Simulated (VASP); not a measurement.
Write the native input for VASP 6.6.1 that does the following.

```
Task                   : single point
Functional             : r2SCAN
Potentials or basis    : VASP PAW PBE potentials, release 64 (Cr_pv)
Cutoff                 : 520 eV
k mesh                 : 20 × 20 × 20
Occupations            : gaussian, width 0.05 eV
Spin                   : no spin polarisation
Dipole correction      : no
Further INCAR settings : ALGO = Normal; EDIFF = 1e-07; NBANDS = 12
```

Crystal: Cr.

```
Cr
1.0
    -1.41453    1.41453    1.41453
     1.41453   -1.41453    1.41453
     1.41453    1.41453   -1.41453
Cr
1
Direct
  0.00000 0.00000 0.00000
```

The input as run:

POSCAR

```
Cr
1.0
   -1.4145317838      1.4145317838      1.4145317838
    1.4145317838     -1.4145317838      1.4145317838
    1.4145317838      1.4145317838     -1.4145317838
Cr
1
Direct
    0.0000000000      0.0000000000      0.0000000000
```

INCAR.step1

```
SYSTEM = Cr
PREC = Accurate
ENCUT = 520
ISMEAR = 0
SIGMA = 0.05
LREAL = .False.
LASPH = .True.
NELM = 100
NBANDS = 12
GGA = PE
ALGO = Normal
EDIFF = 1E-4
LWAVE = .True.
LCHARG = .False.
```

INCAR.step2

```
SYSTEM = Cr
PREC = Accurate
ENCUT = 520
EDIFF = 1E-7
ISMEAR = 0
SIGMA = 0.05
LREAL = .False.
LASPH = .True.
NELM = 100
ALGO = Normal
ISIF = 2
LWAVE = .False.
LCHARG = .False.
METAGGA = R2SCAN
LMIXTAU = .True.
NBANDS = 12
ISTART = 1
```

KPOINTS

```
regular mesh
0
Gamma
  20 20 20
  0 0 0
```

Potentials or basis: VASP PAW PBE potentials, release 64 (Cr_pv).

Command:

```sh
$ cat potpaw_PBE.64/Cr_pv/POTCAR > POTCAR
$ cp INCAR.step1 INCAR
$ mpirun -np 1 vasp_std > vasp.out
$ cp INCAR.step2 INCAR
$ mpirun -np 1 vasp_std > vasp.out
```

Results of the run:

```
Pressure               : 0.7 GPa
Band gap on the k mesh : zero (band 6 reaches 13.77 eV, above the bottom of band 7 at 10.22 eV)
```

Caveat: the PAW data sets were made with another functional, which shifts forces and pressure a little; the run has no spin polarisation, though such a crystal can be magnetic.

Wall time 81 s on 1 thread of Intel Xeon 6975P-C (shared host), peak memory 0.15 GiB.
